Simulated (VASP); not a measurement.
Here is a VASP 6.6.1 calculation.

Contents of INCAR:

```
PREC     = Accurate       # precision mode
ENCUT    = 520            # plane-wave cutoff, eV
EDIFF    = 1E-7           # SCF threshold, eV
ISMEAR   = -1             # smearing method
SIGMA    = 0.02           # smearing width, eV
LREAL    = False          # projectors in reciprocal space
LASPH    = True           # aspherical terms in the spheres
NELM     = 120            # most SCF steps
ALGO     = Normal         # electronic algorithm
ISIF     = 2              # what is computed and relaxed
LWAVE    = False          # write WAVECAR
LCHARG   = False          # write CHGCAR
GGA      = PE             # functional
IBRION   = 2              # ionic algorithm
NSW      = 80             # ionic steps
EDIFFG   = -0.02          # ionic threshold
GGA_COMPAT= False        
NELMIN   = 4            
KPAR     = 4
```

KPOINTS

```
Automatic mesh
0
Gamma
  4 4 4
```

The input POSCAR:

```
CdIn2O4
1.0
    0.0000000000      4.5830000000      4.5830000000
    4.5830000000      0.0000000000      4.5830000000
    4.5830000000      4.5830000000      0.0000000000
Cd In O
2 4 8
Direct
    0.5000000000      0.5000000000      0.5000000000
    0.7500000000      0.7500000000      0.7500000000
    0.1250000000      0.1250000000      0.1250000000
    0.6250000000      0.1250000000      0.1250000000
    0.1250000000      0.1250000000      0.6250000000
    0.1250000000      0.6250000000      0.1250000000
    0.3650000000      0.3650000000      0.3650000000
    0.3450000000      0.8850000000      0.8850000000
    0.3650000000      0.3650000000      0.9050000000
    0.8850000000      0.3450000000      0.8850000000
    0.9050000000      0.3650000000      0.3650000000
    0.8850000000      0.8850000000      0.8850000000
    0.3650000000      0.9050000000      0.3650000000
    0.8850000000      0.8850000000      0.3450000000
```

Potentials or basis: VASP PAW PBE potentials, release 64 (Cd, In_d, O).

Command:

```bash
$ cat potpaw_PBE.64/Cd/POTCAR potpaw_PBE.64/In_d/POTCAR potpaw_PBE.64/O/POTCAR > POTCAR
$ mpirun -np 4 vasp_std > vasp.out
```

Question: Estimate the energy gained by relaxing.

Answer: 10.0 meV/atom.

Question: Predict the band gap on the k mesh.

Answer: 1.10 eV, indirect (least direct gap 1.16 eV).

Step by step:
| step | energy change (eV) | largest force (eV/Å) | pressure (GPa) |
| --- | --- | --- | --- |
| 1 | 0.0000 | 0.8816 | 6.85 |
| 2 | -0.1389 | 0.0585 | 7.80 |
| 3 | -0.1395 | 0.0001 | 7.73 |

Caveat: spin-orbit coupling is left out, which moves the levels of the heavy elements. A k mesh can miss the band edges.
